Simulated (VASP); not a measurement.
Here is a VASP 6.6.1 calculation.

INCAR

```
PREC     = Accurate       # precision mode
ENCUT    = 520            # plane-wave cutoff, eV
EDIFF    = 1E-6           # SCF threshold, eV
ISMEAR   = 0              # smearing method
SIGMA    = 0.1            # smearing width, eV
LREAL    = F              # projectors in reciprocal space
LASPH    = T              # aspherical terms in the spheres
NELM     = 100            # most SCF steps
ALGO     = Normal         # electronic algorithm
ISIF     = 2              # what is computed and relaxed
LWAVE    = F              # write WAVECAR
LCHARG   = F              # write CHGCAR
GGA      = PE             # functional
NBANDS   = 32             # bands
```

Contents of KPOINTS:

```
regular mesh
0
Gamma
  12 12 4
```

Contents of POSCAR:

```
NbNiS4
1.0
    3.3669719506      0.0000000000      0.0000000000
   -1.6834859753      2.9158832431      0.0000000000
    0.0000000000      0.0000000000     13.4376042160
Nb Ni S
1 1 4
Direct
    0.0000000000      0.0000000000      0.5000000000
    0.0000000000      0.0000000000      0.0000000000
    0.6666666667      0.3333333333      0.9135352940
    0.6666666667      0.3333333333      0.3850215551
    0.3333333333      0.6666666667      0.6149784449
    0.3333333333      0.6666666667      0.0864647060
```

Potentials or basis: VASP PAW PBE potentials, release 64 (Nb_sv, Ni, S).

Run with:

```sh
$ cat potpaw_PBE.64/Nb_sv/POTCAR potpaw_PBE.64/Ni/POTCAR potpaw_PBE.64/S/POTCAR > POTCAR
$ mpirun -np 1 vasp_std > vasp.out
```

**Question.** Estimate the pressure.

**Answer.** -0.3 GPa.

**Question.** What does it give for the largest force?

**Answer.** 0.030 eV/Å.

Forces in eV/Å, atoms in the order of the input:
```
Nb   0.000  0.000  0.000
Ni   0.000  0.000  0.000
S    0.000  0.000  0.020
S    0.000  0.000  0.030
S    0.000  0.000 -0.030
S    0.000  0.000 -0.020
```

Caveat: this functional lacks dispersion, which binds the layers, so the pressure and a relaxed spacing across them are unreliable; the run has no spin polarisation, though such a crystal can be magnetic. Spin polarisation is off, so any magnetic state and its effect on volume and gap are missing.
